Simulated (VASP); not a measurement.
Runs of VASP 6.6.1 on Al. The structure is that of space group Fm-3m (No. 225), or close to it. The cells are those of the table. 

```tsv
task	cell	k mesh	cutoff (eV)	gap on the mesh (eV)	pressure (GPa)
relaxation of cell and atoms	relaxed from a = 2.582 Å, angles 60.0°, 1 atom	10 × 10 × 10	600	none	0.1
single point	a = 2.830 Å, angles 60.0°, 1 atom	10 × 10 × 10	520	none	(a)
single point	a = 2.582 Å, angles 60.0°, 1 atom	8 × 8 × 8	520	none	43.8
single point	a = 2.840 Å, angles 60.0°, 1 atom	18 × 18 × 18	520	none	0.0
```

Alike in all rows: level PBEsol; potentials or basis VASP PAW PBE potentials, release 64 (Al); no spin polarisation; smearing gaussian 0.1 eV.

Q: Fill in the values left out.

A: (a) 0.5.

Caveats: some runs use coarse meshes; the PAW data sets were made with another functional, which shifts forces and pressure a little.

A gap of «none» marks levels without a gap at the run's occupations.
